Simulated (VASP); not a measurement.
Zn: single point with LDA

The system is Zn.

```
CELL_PARAMETERS angstrom
2.54893 0.00000 0.00000
-1.27447 2.20744 0.00000
0.00000 0.00000 4.86216
ATOMIC_POSITIONS crystal
Zn 0.33333 0.66667 0.25000
Zn 0.66667 0.33333 0.75000
```

```yaml
Program: VASP 6.6.1
Task: single point
Functional: LDA
Potentials_or_basis: VASP PAW LDA potentials, release 64 (Zn)
Cutoff: 520 eV
k_mesh: 15 × 15 × 8
Occupations: gaussian, width 0.1 eV
Spin: no spin polarisation
```

```
Pressure               : 0.8 GPa
Band gap on the k mesh : zero (band 12 reaches 5.40 eV, above the bottom of band 13 at 0.36 eV)
```

Stress tensor (GPa, compression positive):
```
0.91 0.00 0.00
0.00 0.91 0.00
0.00 0.00 0.45
```

Levels at points of the mesh, in eV from the Fermi level:
```
           k point  band 8  band 9  band 10  band 11  band 12  band 13  band 14  band 15  band 16  band 17
(0.00, 0.00, 0.00)   -7.51   -7.51    -7.29    -7.29    -4.23    -3.26    13.62    17.72    19.40    19.40
(0.00, 0.00, 0.50)   -8.01   -7.38    -7.38    -7.38    -7.38     4.44     4.44    20.76    20.76    20.76
```

Run time: 23 s on 1 thread of Intel(R) Xeon(R) 6975P-C (Granite Rapids) (shared host), peak memory 0.16 GiB.
